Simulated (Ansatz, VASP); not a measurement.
# Two plane-wave programs on AlRu

File POSCAR:

```
AlRu
1.0
    2.9826244058      0.0000000000      0.0000000000
    0.0000000000      2.8484063075      0.0000000000
    0.0000000000      0.0000000000      2.9826244058
Al Ru
1 1
Direct
    0.0000000000      0.0000000000      0.0000000000
    0.5000000000      0.5000000000      0.5000000000
```

File INCAR.step1:

```
SYSTEM = AlRu
ALGO = Normal ; EDIFF = 1E-4
ENCUT = 520 ; GGA = PE
ISMEAR = 0 ; LASPH = .TRUE.
LCHARG = .FALSE. ; LREAL = .FALSE.
LWAVE = .TRUE. ; NBANDS = 16
NELM = 80 ; PREC = Accurate
SIGMA = 0.15
```

File INCAR.step2:

```
SYSTEM = AlRu
ALGO = Normal ; EDIFF = 1E-6
ENCUT = 520 ; ISIF = 2
ISMEAR = 0 ; ISTART = 1
LASPH = .TRUE. ; LCHARG = .FALSE.
LMIXTAU = .TRUE. ; LREAL = .FALSE.
LWAVE = .FALSE. ; METAGGA = R2SCAN
NBANDS = 16 ; NELM = 80
PREC = Accurate ; SIGMA = 0.15
```

File KPOINTS:

```
k-points
0
G
  20 20 20
  0 0 0
```

Input for Ansatz:

```yaml
crystal:
  lattice:
    - [2.9826244058, 0.0, 0.0]
    - [0.0, 2.8484063075, 0.0]
    - [0.0, 0.0, 2.9826244058]
  atoms:
    - { symbol: Al, position: [0.0, 0.0, 0.0] }
    - { symbol: Ru, position: [0.5, 0.5, 0.5] }
basis:
  ecutwfc: 500
kpoints:
  mp_grid: { grid: [20, 20, 20] }
hamiltonian:
  xc: r2scan
scf:
  occupations: { method: gaussian, width: 0.15 }
output:
  forces: true
  stress: true
  eigenvalues: true
```

Change from the starting cell: strain -0.0450 x Voigt [0, 1, 0, 0, 0, 0], atoms carried along.

Alike in both runs: task single point; functional r2SCAN; k mesh 20 × 20 × 20; occupations gaussian, width 0.15 eV; no spin polarisation.

|  | VASP | Ansatz |
| --- | --- | --- |
| version | VASP 6.6.1 | Ansatz 0.2.0 |
| potentials or method | VASP PAW PBE potentials, release 64 (Al, Ru_pv), cutoff 520 eV | scalar-relativistic, plane waves, PAW |
| valence electrons in the cell | 17 | 19 |

|  | VASP | Ansatz | Ansatz less VASP |
| --- | --- | --- | --- |
| gap on the k mesh at the Fermi level (eV) | none | none | - |
| pressure (GPa) | 11.7 | 11.5 | -0.24 |
| traceless stress, the component that is largest in VASP (GPa) | 6.90 | 6.87 | -0.028 |

VASP's potentials were made for PBE, not for r2SCAN. A gap of «none» marks a metal or a gap that the smearing closes. The functional is the same, so the differences come from potentials, cutoffs and numerics. VASP's potentials hold 17 valence electrons a cell and Ansatz's 19, so a difference there can come from the potentials and not from the codes.
